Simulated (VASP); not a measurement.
# HfC (R-3m) in VASP: a series of runs, part 2 of 2

VASP 6.6.1. The steps go on from the part before.

**4. Electric field gradients, PBE (equal xy, yz and zx shear strains of -1 %)**

File INCAR:

```
SYSTEM = HfC
PREC     = Accurate       ! precision mode
ENCUT    = 520            ! plane-wave cutoff, eV
EDIFF    = 1E-8           ! SCF threshold, eV
ISMEAR   = -1             ! smearing method
SIGMA    = 0.05           ! smearing width, eV
LREAL    = .FALSE.        ! projectors in reciprocal space
LASPH    = .TRUE.         ! aspherical terms in the spheres
NELM     = 100            ! most SCF steps
ALGO     = Normal         ! electronic algorithm
ISIF     = 2              ! what is computed and relaxed
LWAVE    = .FALSE.        ! write WAVECAR
LCHARG   = .FALSE.        ! write CHGCAR
GGA      = PE             ! functional
LEFG     = .TRUE.       
NBANDS   = 14             ! bands
```

File KPOINTS:

```
regular mesh
0
G
  15 15 15
  0 0 0
```

File POSCAR:

```
HfC
1.0
   -0.0232500000      2.3133750000      2.3133750000
    2.3133750000     -0.0232500000      2.3133750000
    2.3133750000      2.3133750000     -0.0232500000
Hf C
1 1
Direct
    0.5000000000      0.5000000000      0.5000000000
    0.0000000000      0.0000000000      0.0000000000
```

Potentials or basis: VASP PAW PBE potentials, release 64 (Hf_pv, C).

The run is started by

```
$ cat potpaw_PBE.64/Hf_pv/POTCAR potpaw_PBE.64/C/POTCAR > POTCAR
$ mpirun -np 1 vasp_std > vasp.out
```

OUTCAR:

```text
SYSTEM = HfC
   PREC = Accurate
   ENCUT = 520
   EDIFF = 1E-8
   ISMEAR = -1
   LREAL = .FALSE.
   LASPH = .TRUE.
   NELM = 100
   ISIF = 2
   GGA = PE

 ion  position               nearest neighbor table
   1  0.500  0.500  0.500-   2 2.33   2 2.33   2 2.33   2 2.33   2 2.33   2 2.33
   2  0.000  0.000  0.000-   1 2.33   1 2.33   1 2.33   1 2.33   1 2.33   1 2.33

  LATTYP: Found a trigonal (rhomboedric) cell.
 ALAT       =     3.2716889130
 COS(alpha) =     0.4899250057

  Lattice vectors:

 A1 = (  -0.0232500000,   2.3133750000,   2.3133750000)
 A2 = (   2.3133750000,  -0.0232500000,   2.3133750000)
 A3 = (   2.3133750000,   2.3133750000,  -0.0232500000)

Analysis of symmetry for initial positions (statically):
=====================================================================
 Subroutine PRICEL returns:
 Original cell was already a primitive cell.

 Routine SETGRP: Setting up the symmetry group for a
 trigonal (rhombohedral) supercell.

 Subroutine GETGRP returns: Found 12 space group operations
 (whereof 12 operations were pure point group operations)
 out of a pool of 12 trial point group operations.

The static configuration has the point symmetry D_3d.

Analysis of symmetry for dynamics (positions and initial velocities):
=====================================================================
 Subroutine PRICEL returns:
 Original cell was already a primitive cell.

 Routine SETGRP: Setting up the symmetry group for a
 trigonal (rhombohedral) supercell.

 Subroutine GETGRP returns: Found 12 space group operations
 (whereof 12 operations were pure point group operations)
[... 554 lines left out ...]
      6       5.2193      2.00000
      7       5.5724      1.99829
      8       6.7090      0.00000
      9       9.4757      0.00000
     10       9.6960      0.00000
     11      10.5108      0.00000
     12      12.1875      0.00000
     13      15.4264      0.00000
     14      19.4110      0.00000

 [... further k-points ...]

------------------------ aborting loop because EDIFF is reached ----------------------------------------

  FORCE on cell =-STRESS in cart. coord.  units (eV):
  Direction    XX          YY          ZZ          XY          YZ          ZX
  --------------------------------------------------------------------------------------
  -------------------------------------------------------------------------------------
  Total       -0.0668815     -0.0668815     -0.0668815      0.2572003      0.2572003      0.2572003
  in kB       -4.2633427     -4.2633427     -4.2633427     16.3951676     16.3951676     16.3951676
  external PRESSURE =      -4.2633427 kB  Pullay stress =       0.0000000 kB

 VOLUME and BASIS-vectors are now :
 -----------------------------------------------------------------------------
  energy-cutoff  :      520.00
  volume of cell :       25.13
      direct lattice vectors                 reciprocal lattice vectors
    -0.023250000  2.313375000  2.313375000    -0.212903118  0.215064571  0.215064571
     2.313375000 -0.023250000  2.313375000     0.215064571 -0.212903118  0.215064571
     2.313375000  2.313375000 -0.023250000     0.215064571  0.215064571 -0.212903118

 POSITION                                       TOTAL-FORCE (eV/Angst)
 -----------------------------------------------------------------------------------
      2.30175      2.30175      2.30175         0.000000     -0.000000     -0.000000
      0.00000      0.00000      0.00000        -0.000000      0.000000      0.000000
 -----------------------------------------------------------------------------------
    total drift:                                0.000000     -0.000000      0.000000

  FREE ENERGIE OF THE ION-ELECTRON SYSTEM (eV)
  ---------------------------------------------------
  free  energy   TOTEN  =       -21.0424002051 eV

  energy  without entropy=      -21.0394666550  energy(sigma->0) =      -21.04093343

 Electric field gradients (V/A^2)
---------------------------------------------------------------------
 ion       V_xx      V_yy      V_zz      V_xy      V_xz      V_yz
---------------------------------------------------------------------
   1      -0.000    -0.000     0.000     1.354     1.354     1.354
   2      -0.000    -0.000    -0.000     0.214     0.214     0.214
---------------------------------------------------------------------

 Electric field gradients after diagonalization (V/A^2)
 (convention: |V_zz| > |V_xx| > |V_yy|)
----------------------------------------------------------------------
 ion       V_xx      V_yy      V_zz     asymmetry (V_yy - V_xx)/ V_zz
----------------------------------------------------------------------
   1      -1.354    -1.354     2.709       0.000
   2      -0.214    -0.214     0.427       0.000
----------------------------------------------------------------------

           NMR quadrupolar parameters

 Cq : quadrupolar parameter    Cq=e*Q*V_zz/h
 eta: asymmetry parameters     (V_yy - V_xx)/ V_zz
 Q  : nuclear electric quadrupole moment in mb (millibarn)
----------------------------------------------------------------------
 ion       Cq(MHz)       eta       Q (mb)
----------------------------------------------------------------------
   1       0.007       0.000       1.000
   2       0.001       0.000       1.000
----------------------------------------------------------------------
```

OSZICAR:

```text
N       E                     dE             d eps       ncg     rms          rms(c)
DAV:   1     0.231760300023E+02    0.23176E+02   -0.77430E+03  9656   0.983E+02
DAV:   2    -0.226703887568E+02   -0.45846E+02   -0.42996E+02 12466   0.201E+02
DAV:   3    -0.242153654224E+02   -0.15450E+01   -0.15402E+01 11654   0.267E+01
DAV:   4    -0.242220923910E+02   -0.67270E-02   -0.67266E-02 11312   0.220E+00
DAV:   5    -0.242221344601E+02   -0.42069E-04   -0.42069E-04 11650   0.156E-01    0.569E+01
DAV:   6    -0.211119285464E+02    0.31102E+01   -0.12019E+01 10556   0.182E+01    0.409E+01
DAV:   7    -0.210580096395E+02    0.53919E-01   -0.55374E-01 12242   0.521E+00    0.249E+01
DAV:   8    -0.210490816528E+02    0.89280E-02   -0.72838E-02 11438   0.217E+00    0.644E+00
DAV:   9    -0.210426531546E+02    0.64285E-02   -0.22248E-02 11216   0.889E-01    0.209E+00
DAV:  10    -0.210424038863E+02    0.24927E-03   -0.13431E-03 11928   0.271E-01    0.612E-02
DAV:  11    -0.210424008748E+02    0.30115E-05   -0.72512E-05 11420   0.709E-02    0.216E-02
DAV:  12    -0.210424004919E+02    0.38280E-06   -0.25729E-06 12176   0.141E-02    0.141E-02
DAV:  13    -0.210424002281E+02    0.26384E-06   -0.19253E-07 11526   0.332E-03    0.170E-03
DAV:  14    -0.210424002002E+02    0.27899E-07   -0.88674E-09  8780   0.778E-04    0.777E-04
DAV:  15    -0.210424002051E+02   -0.49351E-08   -0.19236E-09  7156   0.377E-04
   1 F= -.21042400E+02 E0= -.21040933E+02  d E =-.293355E-02
```

stdout:

```text
POSCAR found type information on POSCAR HfC
 POSCAR found :  2 types and       2 ions
 scaLAPACK will be used
 LDA part: xc-table for (Slater+PW92), standard interpolation
 POSCAR, INCAR and KPOINTS ok, starting setup
 FFT: planning ... GRIDC
 FFT: planning ... GRID_SOFT
 FFT: planning ... GRID
 WAVECAR not read
 entering main loop
ion   1

ion   2
```

Wall time 84 s (1 thread of Intel Xeon 8259CL, shared host); peak memory 0.24 GiB.

Results:

* Free energy: -21.0424 eV
* Pressure: -0.4 GPa
* Band gap on the k mesh: zero (bands 7 and 8 overlap by 1.44 eV)
* Largest electric field gradient by atom: Hf +2.7; C +0.4 V/Å²

Electric field gradients, principal values (V/Å²):
| atom | least | middle | greatest (by size) |
| --- | --- | --- | --- |
| 1 Hf | -1.354 | -1.354 | 2.709 |
| 2 C | -0.214 | -0.214 | 0.427 |

Caveat: the cell differs from its parent crystal (equal xy, yz and zx shear strains of -1 %); without QUAD_EFG the Cq values of the log hold for a quadrupole moment of 1 mb, not for the nuclei; spin-orbit coupling is left out, which moves the levels of the heavy elements.
